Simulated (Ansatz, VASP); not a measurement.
KBr: VASP beside Ansatz

```
CELL_PARAMETERS angstrom
0.05636 3.35861 3.35861
3.35861 0.05636 3.35861
3.35861 3.35861 0.05636
ATOMIC_POSITIONS crystal
K 0.00000 0.00000 0.00000
Br 0.50000 0.50000 0.50000
```

Change from the starting cell: shear_111 strain +2.6%.

Alike in both runs: task single point; functional HSE06; k mesh 4 × 4 × 4; no spin polarisation.

|  | VASP | Ansatz |
| --- | --- | --- |
| version | VASP 6.6.1 | Ansatz 0.2.0 |
| potentials or method | VASP PAW PBE potentials, release 64 (K_sv, Br) | plane waves, PAW |
| plane-wave cutoff (eV) | 520 | 420 |
| occupations | gaussian, width 0.01 eV | fixed |
| valence electrons in the cell | 16 | 16 |

Ansatz gave:

| Property | Result |
| --- | --- |
| gap on the k mesh at the Fermi level (eV) | 5.50 |
| pressure (GPa) | 0.0 |
| traceless stress, the component that is largest in VASP (GPa) | -0.10 |

Problem. Which values does VASP return?

Solution. gap on the k mesh at the Fermi level (eV): 5.50; pressure (GPa): 0.1; traceless stress, the component that is largest in VASP (GPa): -0.10.

Ansatz's warnings: stress exchange threshold loose, stress scf threshold loose.
